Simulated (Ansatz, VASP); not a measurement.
# One calculation of Sb, two programs

```xyz
1
Lattice="0.0000 2.3734 2.3734 2.3734 0.0000 2.3734 2.3734 2.3734 0.0000" Properties=species:S:1:pos:R:3 pbc="T T T"
Sb    0.0000    0.0000    0.0000
```

Alike in both runs: task single point; functional LDA; k mesh 13 × 13 × 13; occupations fermi-dirac, width 0.1 eV; no spin polarisation.

|  | VASP | Ansatz |
| --- | --- | --- |
| version | VASP 6.6.1 | Ansatz 0.2.0 |
| potentials or method | VASP PAW LDA potentials, release 64 (Sb), cutoff 520 eV | plane waves (420 eV) with PAW, scalar-relativistic |
| valence electrons in the cell | 5 | 15 |

```csv
,VASP,Ansatz,Ansatz less VASP
pressure (GPa),-2.4,-2.4,-0.06
```

Ansatz warns that its potentials were made for another functional, while VASP's fit it. LDA's correlation is that of Perdew and Zunger in VASP and of Perdew and Wang (1992) in Ansatz. VASP's potentials hold 5 valence electrons a cell and Ansatz's 15, so a difference there can come from the potentials and not from the codes.

Spin-orbit coupling is off throughout.
